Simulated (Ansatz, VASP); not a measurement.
# One calculation of AlN, two programs

```
CELL_PARAMETERS angstrom
3.16751 0.00000 0.00000
-1.58376 2.74315 0.00000
0.00000 0.00000 5.07578
ATOMIC_POSITIONS crystal
Al 0.33333 0.66667 0.99938
Al 0.66667 0.33333 0.49938
N 0.33333 0.66667 0.38062
N 0.66667 0.33333 0.88062
```

Alike in both runs: functional r2SCAN; k mesh 12 × 12 × 6; occupations fermi-dirac, width 0.02 eV; no spin polarisation.

Ansatz relaxed the structure, and its values are those at the end. VASP's run is a single point on that final structure, the one shown.

|  | VASP | Ansatz |
| --- | --- | --- |
| version | VASP 6.6.1 | Ansatz 0.2.0 |
| potentials or method | VASP PAW PBE potentials, release 64 (Al, N), cutoff 660 eV | PAW plane waves |
| valence electrons in the cell | 16 | 16 |

Ansatz gave:

| Property | Result |
| --- | --- |
| gap on the k mesh at the Fermi level (eV) | 4.35 |
| pressure (GPa) | -11.0 |

Q: Estimate VASP's values.

A: gap on the k mesh at the Fermi level (eV): 4.39; pressure (GPa): -11.3.

VASP's potentials were made for PBE, not for r2SCAN. Ansatz's warnings: stress scf threshold loose.
